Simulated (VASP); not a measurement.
TiC: single point with PBE

The system is TiC.

```xyz
2
Lattice="0.0000 2.1936 2.1059 2.1936 0.0000 2.1059 2.1936 2.1936 0.0000" Properties=species:S:1:pos:R:3 pbc="T T T"
Ti    0.0000    0.0000    0.0000
C     2.1936    2.1936    2.1059
```

This cell differs from its parent crystal: ratio of the length along z to the lengths across it x 0.96, volume and fractional coordinates fixed.

```yaml
Program: VASP 6.6.1
Task: single point
Functional: PBE
Potentials_or_basis: VASP PAW PBE potentials, release 64 (Ti_sv, C)
Cutoff: 520 eV
k_mesh: 20 × 20 × 20
Occupations: gaussian, width 0.15 eV
Spin: no spin polarisation
Dipole_correction: no
Further_INCAR_settings: ALGO = Normal; EDIFF = 1e-06; NBANDS = 15
```

```json
{
  "Pressure": "1.9 GPa",
  "Band gap on the k mesh": "zero (bands 8 and 9 overlap by 1.56 eV)"
}
```

Stress tensor (GPa, compression positive):
```
-3.95  0.00  0.00
 0.00 -3.95  0.00
 0.00  0.00 13.52
```

Levels at points of the mesh, in eV from the Fermi level:
| k point | band 4 | band 5 | band 6 | band 7 | band 8 | band 9 | band 10 | band 11 | band 12 | band 13 |
| --- | --- | --- | --- | --- | --- | --- | --- | --- | --- | --- |
| (0.00, 0.00, 0.00) | -32.57 | -12.42 | 0.59 | 0.59 | 0.89 | 1.56 | 1.62 | 1.62 | 1.78 | 1.82 |
| (0.50, 0.00, 0.00) | -32.62 | -8.92 | -5.86 | -2.95 | -2.89 | 2.83 | 3.02 | 4.13 | 7.88 | 8.19 |
| (0.50, 0.50, 0.00) | -32.82 | -10.09 | -3.13 | -1.68 | -0.25 | -0.25 | 2.73 | 3.54 | 3.54 | 6.08 |
| (0.50, 0.00, 0.50) | -32.75 | -10.17 | -3.58 | -1.60 | 0.05 | 0.09 | 2.68 | 3.39 | 3.63 | 5.71 |

Wall time 3.4 min on 1 thread of Intel Xeon 8259CL (shared host), peak memory 0.3 GiB.
